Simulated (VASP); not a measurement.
# Rh (Pm-3m) in VASP: further runs

Rh is run at these levels: RPBE; tasks: single point.

Program: VASP 6.6.1. These are calculated values, not measurements. Logs are shortened: lines on timing, memory, paths and dates and some standing lists are left out, and cuts for length are marked.

## (1) The cell of the first run

It takes space group Pm-3m (No. 221, cubic). Conventional cell: a = 2.556 Å, b = 2.556 Å, c = 2.556 Å, α = 90.00°, β = 90.00°, γ = 90.00°. Rh (site symmetry m-3m) has 6 Rh at 2.56 Å within 3.4 Å.

## (2) Single point, RPBE

Contents of INCAR:

```
ALGO = Normal ; EDIFF = 1E-6
ENCUT = 520 ; GGA = RP
ISIF = 2 ; ISMEAR = -1
LASPH = T ; LCHARG = F
LREAL = F ; LWAVE = F
NBANDS = 14 ; NELM = 60
PREC = Accurate ; SIGMA = 0.1
```

Contents of KPOINTS:

```
k-points
0
Gamma
  13 13 13
```

Contents of POSCAR:

```
Rh
1.0
    2.5560625817      0.0000000000      0.0000000000
    0.0000000000      2.5560625817      0.0000000000
    0.0000000000      0.0000000000      2.5560625817
Rh
1
Direct
    0.0000000000      0.0000000000      0.0000000000
```

Potentials or basis: VASP PAW PBE potentials, release 64 (Rh_pv).

On the command line:

```bash
$ cat potpaw_PBE.64/Rh_pv/POTCAR > POTCAR
$ mpirun -np 1 vasp_std > vasp.out
```

OUTCAR:

```text
EDIFF = 1E-6
   ENCUT = 520
   GGA = RP
   ISIF = 2
   ISMEAR = -1
   LASPH = T
   LREAL = F
   NELM = 60
   PREC = Accurate

 ion  position               nearest neighbor table
   1  0.000  0.000  0.000-

  LATTYP: Found a simple cubic cell.
 ALAT       =     2.5560625817

  Lattice vectors:

 A1 = (   2.5560625817,   0.0000000000,   0.0000000000)
 A2 = (   0.0000000000,   2.5560625817,   0.0000000000)
 A3 = (   0.0000000000,   0.0000000000,   2.5560625817)

Analysis of symmetry for initial positions (statically):
=====================================================================
 Subroutine PRICEL returns:
 Original cell was already a primitive cell.

 Routine SETGRP: Setting up the symmetry group for a
 simple cubic supercell.

 Subroutine GETGRP returns: Found 48 space group operations
 (whereof 48 operations were pure point group operations)
 out of a pool of 48 trial point group operations.

The static configuration has the point symmetry O_h .

Analysis of symmetry for dynamics (positions and initial velocities):
=====================================================================
 Subroutine PRICEL returns:
 Original cell was already a primitive cell.

 Routine SETGRP: Setting up the symmetry group for a
 simple cubic supercell.

 Subroutine GETGRP returns: Found 48 space group operations
 (whereof 48 operations were pure point group operations)
 out of a pool of 48 trial point group operations.

The dynamic configuration has the point symmetry O_h .

 Subroutine INISYM returns: Found 48 space group operations
 (whereof 48 operations are pure point group operations),
 and found     1 'primitive' translations

----------------------------------------------------------------------------------------

                                     Primitive cell

  volume of cell :      16.6999

  direct lattice vectors                    reciprocal lattice vectors
     2.556062582  0.000000000  0.000000000     0.391226728  0.000000000  0.000000000
     0.000000000  2.556062582  0.000000000     0.000000000  0.391226728  0.000000000
     0.000000000  0.000000000  2.556062582     0.000000000  0.000000000  0.391226728

  length of vectors
     2.556062582  2.556062582  2.556062582     0.391226728  0.391226728  0.391226728

  position of ions in fractional coordinates (direct lattice)
     0.000000000  0.000000000  0.000000000

  ion indices of the primitive-cell ions
   primitive index   ion index
                 1           1

----------------------------------------------------------------------------------------

 KPOINTS: k-points

Automatic generation of k-mesh.
 Grid dimensions read from file:
 generate k-points for:   13   13   13

 Generating k-lattice:

  Cartesian coordinates                     Fractional coordinates (reciprocal lattice)
     0.030094364  0.000000000  0.000000000     0.076923077  0.000000000  0.000000000
     0.000000000  0.030094364  0.000000000     0.000000000  0.076923077  0.000000000
     0.000000000  0.000000000  0.030094364     0.000000000  0.000000000  0.076923077

  Length of vectors
     0.030094364  0.030094364  0.030094364

  Shift w.r.t. Gamma in fractional coordinates (k-lattice)
     0.000000000  0.000000000  0.000000000

 Subroutine IBZKPT returns following result:
 ===========================================

 Found     84 irreducible k-points:

 Following reciprocal coordinates:
            Coordinates               Weight
  0.000000  0.000000  0.000000      1.000000
  0.076923  0.000000  0.000000      6.000000
  0.153846  0.000000  0.000000      6.000000
  0.230769  0.000000  0.000000      6.000000
  0.307692  0.000000  0.000000      6.000000
  0.384615  0.000000  0.000000      6.000000
[... 16 lines left out ...]
  0.307692  0.307692  0.000000     12.000000
  0.384615  0.307692  0.000000     24.000000
 [... further k-points ...]
   k-points           NKPTS =     84   k-points in BZ     NKDIM =     84   number of bands    NBANDS=     14
   number of dos      NEDOS =    301   number of ions     NIONS =      1
   total plane-waves  NPLWV =   8000
   dimension x,y,z NGX =    20 NGY =   20 NGZ =   20
   dimension x,y,z NGXF=    40 NGYF=   40 NGZF=   40
   ions per type =               1
   NGX,Y,Z   is equivalent  to a cutoff of  13.01, 13.01, 13.01 a.u.
   NGXF,Y,Z  is equivalent  to a cutoff of  26.02, 26.02, 26.02 a.u.
 SYSTEM =  unknown system
   PREC   = accura    normal or accurate (medium, high low for compatibility)
   ISTART =      0    job   : 0-new  1-cont  2-samecut
   ICHARG =      2    charge: 1-file 2-atom 10-const
   ISPIN  =      1    spin polarized calculation?
   LNONCOLLINEAR =      F non collinear calculations
   LSORBIT =      F    spin-orbit coupling
   LASPH  =      T    aspherical Exc in radial PAW
   ENCUT  =  520.0 eV  38.22 Ry    6.18 a.u.   4.75  4.75  4.75*2*pi/ulx,y,z
   NELM   =     60;   NELMIN=  2; NELMDL= -5     # of ELM steps
   EDIFF  = 0.1E-05   stopping-criterion for ELM
   LREAL  =      F    real-space projection
   EDIFFG = 0.1E-04   stopping-criterion for IOM
   NSW    =      0    number of steps for IOM
   IBRION =     -1    ionic relax: 0-MD 1-quasi-New 2-CG
   NFREE  =      0    steps in history (QN), initial steepest desc. (CG)
   ISIF   =      2    stress and relaxation
   ISYM   =      2    0-nonsym 1-usesym 2-fastsym
   POTIM  = 0.5000    time-step for ionic-motion
   TEBEG  =    0.0;   TEEND  =   0.0 temperature during run
   PSTRESS=    0.0 pullay stress
   NELECT =      15.0000    total number of electrons
   NUPDOWN=      -1.0000    fix difference up-down
   EMIN   =  10.00;   EMAX   =-10.00  energy-range for DOS
   EFERMI =   0.00;   METHOD = LEGACY
   ISMEAR =    -1;   SIGMA  =   0.10  broadening in eV -4-tet -1-fermi 0-gaus
   EFERMI_NEDOS =   21; number of points for ismear=-14 and -15
   IALGO  =     38    algorithm
   IMIX   =      4    mixing-type and parameters
     AMIX     =   0.40;   BMIX     =  1.00
     AMIX_MAG =   1.60;   BMIX_MAG =  1.00
  volume/ion in A,a.u.               =      16.70       112.70
  Fermi-wavevector in a.u.,A,eV,Ry     =   1.579551  2.984919 33.946300  2.494983
  Thomas-Fermi vector in A             =   2.679914
   LORBIT       =      0    0 simple, 1 ext, 2 COOP (PROOUT), +10 PAW based schemes
   GGA     = RP    functional components
   LHFCALC =     F    Hartree Fock is set to
   AEXX    =    0.0000 exact exchange contribution
   IVDW    =     0    specifies the selected vdW correction
   LEPSILON=     F    determine dielectric tensor
   LRPA    =     F    only Hartree local field effects (RPA)
 non-spin polarized calculation
  energy-cutoff  :      520.00
  volume of cell :       16.70
 maximum number of plane-waves:       462
 NGX is ok and might be reduce to    20
   NGX =  9   NGY =  9   NGZ =  9

 number of electron      15.0000007 magnetization

 Free energy of the ion-electron system (eV)
  ---------------------------------------------------
  ext. energy  EPLUGINS =         0.00000000
  ---------------------------------------------------
  free energy    TOTEN  =        -5.88851414 eV

  energy without entropy =       -5.82617026  energy(sigma->0) =       -5.85734220

 E-fermi :   8.8996     XC(G=0): -12.5457

 val. band max:        8.8883356064   @ k =   0.4615   0.1538   0.1538
 cond. band min:       8.9223288307   @ k =   0.3846   0.2308   0.0000
 fundamental gap:      0.0339932243
 Fermi energy:         8.8995579069

 k-point     1 :       0.0000    0.0000    0.0000
  band No.  band energies     occupation
      1     -37.0469      2.00000
      2     -37.0469      2.00000
      3     -37.0469      2.00000
      4       2.3935      2.00000
      5       4.0395      2.00000
      6       4.0395      2.00000
      7       9.6262      0.00140
      8       9.6262      0.00140
      9       9.6262      0.00140
     10      25.5940      0.00000
     11      25.5940      0.00000
     12      25.5940      0.00000
     13      30.2718      0.00000
     14      32.6996      0.00000

 k-point     2 :       0.0769    0.0000    0.0000
  band No.  band energies     occupation
      1     -37.0850      2.00000
      2     -37.0438      2.00000
      3     -37.0438      2.00000
      4       2.5582      2.00000
      5       4.0715      2.00000
      6       4.1891      2.00000
      7       9.4898      0.00545
      8       9.4898      0.00545
      9       9.6370      0.00125
     10      24.4543      0.00000
     11      25.8825      0.00000
     12      25.8825      0.00000
     13      30.2729      0.00000
     14      31.9615      0.00000

 k-point     3 :       0.1538    0.0000    0.0000
  band No.  band energies     occupation
      1     -37.1899      2.00000
      2     -37.0350      2.00000
      3     -37.0350      2.00000
      4       2.9890      2.00000
      5       4.1613      2.00000
      6       4.6670      2.00000
      7       9.1296      0.18214
      8       9.1296      0.18214
      9       9.6668      0.00093
     10      22.2537      0.00000
     11      26.6892      0.00000
     12      26.6892      0.00000
     13      30.2740      0.00000
     14      30.5588      0.00000

 k-point     4 :       0.2308    0.0000    0.0000
  band No.  band energies     occupation
      1     -37.3358      2.00000
      2     -37.0226      2.00000
      3     -37.0226      2.00000
      4       3.5329      2.00000
      5       4.2912      2.00000
      6       5.5208      2.00000
      7       8.6597      1.83348
      8       8.6597      1.83348
      9       9.7091      0.00061
     10      19.9734      0.00000
     11      27.8722      0.00000
     12      27.8722      0.00000
     13      29.0903      0.00000
     14      30.2745      0.00000

 k-point     5 :       0.3077    0.0000    0.0000
  band No.  band energies     occupation
      1     -37.4883      2.00000
      2     -37.0094      2.00000
      3     -37.0094      2.00000
      4       4.0598      2.00000
      5       4.4337      2.00000
      6       6.6907      2.00000
      7       8.2004      1.99816
      8       8.2004      1.99816
      9       9.7545      0.00039
     10      17.8955      0.00000
     11      27.8394      0.00000
[... 276 lines left out ...]
 k-point    22 :       0.4615    0.2308    0.0000
  band No.  band energies     occupation
      1     -37.6487      2.00000
      2     -37.2708      2.00000
      3     -36.9688      2.00000
      4       4.9729      2.00000
      5       5.1554      2.00000
      6       6.8865      2.00000
      7       7.8167      1.99996
      8       8.9532      0.73793
      9      11.5735      0.00000
     10      15.2720      0.00000
     11      25.0876      0.00000
     12      27.0779      0.00000
     13      29.6424      0.00000
     14      30.2772      0.00000

 k-point    23 :       0.3077    0.3077    0.0000
  band No.  band energies     occupation
      1     -37.4458      2.00000
      2     -37.4345      2.00000
      3     -36.9729      2.00000
      4       4.7402      2.00000
      5       5.0989      2.00000
      6       7.5440      2.00000
      7       8.3583      1.99112
      8       8.4973      1.96481
      9       9.4116      0.01188
     10      18.7365      0.00000
     11      21.9180      0.00000
     12      27.9844      0.00000
     13      30.2770      0.00000
     14      32.2820      0.00000

 k-point    24 :       0.3846    0.3077    0.0000
  band No.  band energies     occupation
      1     -37.5621      2.00000
      2     -37.4260      2.00000
      3     -36.9622      2.00000
      4       4.5967      2.00000
      5       5.0874      2.00000
      6       8.0851      1.99942
      7       8.1060      1.99928
      8       8.5010      1.96351
      9      10.8188      0.00000
     10      17.1573      0.00000
     11      22.4837      0.00000
     12      26.7423      0.00000
     13      30.2769      0.00000
     14      31.1991      0.00000

 [... further k-points ...]
[... 5 lines left out ...]
  --------------------------------------------------------------------------------------
  -------------------------------------------------------------------------------------
  Total        0.0094034      0.0094034      0.0094034      0.0000000      0.0000000      0.0000000
  in kB        0.9021570      0.9021570      0.9021570      0.0000000      0.0000000      0.0000000
  external PRESSURE =       0.9021570 kB  Pullay stress =       0.0000000 kB

 VOLUME and BASIS-vectors are now :
 -----------------------------------------------------------------------------
  energy-cutoff  :      520.00
  volume of cell :       16.70
      direct lattice vectors                 reciprocal lattice vectors
     2.556062582  0.000000000  0.000000000     0.391226728  0.000000000  0.000000000
     0.000000000  2.556062582  0.000000000     0.000000000  0.391226728  0.000000000
     0.000000000  0.000000000  2.556062582     0.000000000  0.000000000  0.391226728

 POSITION                                       TOTAL-FORCE (eV/Angst)
 -----------------------------------------------------------------------------------
      0.00000      0.00000      0.00000         0.000000      0.000000      0.000000
 -----------------------------------------------------------------------------------
    total drift:                               -0.000000     -0.000000     -0.000000

  FREE ENERGIE OF THE ION-ELECTRON SYSTEM (eV)
  ---------------------------------------------------
  free  energy   TOTEN  =        -5.8885141391 eV

  energy  without entropy=       -5.8261702585  energy(sigma->0) =       -5.85734220
```

Run time: 7 s. Hardware: 1 thread of AMD EPYC 9R45 (Zen 5), shared host; peak memory 0.1 GiB.

Results:

```
Free energy : -5.8885 eV
Pressure    : 0.1 GPa
```

Caveat: the PAW data sets were made with another functional, which shifts forces and pressure a little.

## (3) Single point, RPBE (volume scaled by 0.88)

Contents of INCAR:

```
PREC     = Accurate       # precision mode
ENCUT    = 520            # plane-wave cutoff, eV
EDIFF    = 1E-7           # SCF threshold, eV
ISMEAR   = -1             # smearing method
SIGMA    = 0.1            # smearing width, eV
LREAL    = F              # projectors in reciprocal space
LASPH    = T              # aspherical terms in the spheres
NELM     = 100            # most SCF steps
ALGO     = Normal         # electronic algorithm
ISIF     = 2              # what is computed and relaxed
LWAVE    = F              # write WAVECAR
LCHARG   = F              # write CHGCAR
GGA      = RP             # functional
NBANDS   = 14             # bands
```

Contents of KPOINTS:

```
Automatic mesh
0
Gamma
  14 14 14
```

Contents of POSCAR:

```
Rh
1.0
    2.4494338020      0.0000000000      0.0000000000
    0.0000000000      2.4494338020      0.0000000000
    0.0000000000      0.0000000000      2.4494338020
Rh
1
Direct
    0.0000000000      0.0000000000      0.0000000000
```

Potentials or basis: VASP PAW PBE potentials, release 64 (Rh_pv).

On the command line:

```bash
$ cat potpaw_PBE.64/Rh_pv/POTCAR > POTCAR
$ mpirun -np 1 vasp_std > vasp.out
```

Run time: 8.8 s. Hardware: 1 thread of AMD EPYC 9R45 (Zen 5), shared host; peak memory 0.1 GiB.

It converged, with:

| Quantity | Value |
| --- | --- |
| Free energy | -5.7322 eV |
| Pressure | 29.4 GPa |

Levels at points of the mesh, in eV from the Fermi level:
| k point | band 5 | band 6 | band 7 | band 8 | band 9 | band 10 |
| --- | --- | --- | --- | --- | --- | --- |
| (0.00, 0.00, 0.00) | -5.87 | -5.87 | 0.89 | 0.89 | 0.89 | 17.62 |
| (0.50, 0.00, 0.00) | -4.82 | -1.59 | -1.59 | -0.25 | 1.13 | 7.01 |
| (0.50, 0.50, 0.00) | -4.12 | -1.11 | -1.11 | 2.70 | 5.95 | 5.95 |
| (0.50, 0.50, 0.50) | -5.17 | -5.17 | 2.86 | 2.86 | 9.92 | 13.16 |

Caveat: the PAW data sets were made with another functional, which shifts forces and pressure a little.

(Continued in part 2 of 2.)
